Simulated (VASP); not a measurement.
Here is a VASP 6.6.1 calculation.

Contents of INCAR:

```
SYSTEM = In
PREC = Accurate
ENCUT = 520
EDIFF = 1E-6
ISMEAR = -1
SIGMA = 0.1
LREAL = .False.
LASPH = .True.
NELM = 60
ALGO = Normal
ISIF = 2
LWAVE = .False.
LCHARG = .True.
LELF = .True.
LVHAR = .True.
NBANDS = 12
```

The input KPOINTS:

```
Automatic mesh
0
Gamma
  19 19 19
  0 0 0
```

File POSCAR:

```
In
1.0
    0.0000000000      2.3072978333      2.3072978333
    2.3072978333      0.0000000000      2.3072978333
    2.3072978333      2.3072978333      0.0000000000
In
1
Direct
    0.0000000000      0.0000000000      0.0000000000
```

Potentials or basis: VASP PAW LDA potentials, release 64 (In_d).

Launch:

```bash
$ cat potpaw_LDA.64/In_d/POTCAR > POTCAR
$ mpirun -np 1 vasp_std > vasp.out
```

(1) What does it give for the pressure?

Results:

(1) 0.1 GPa.
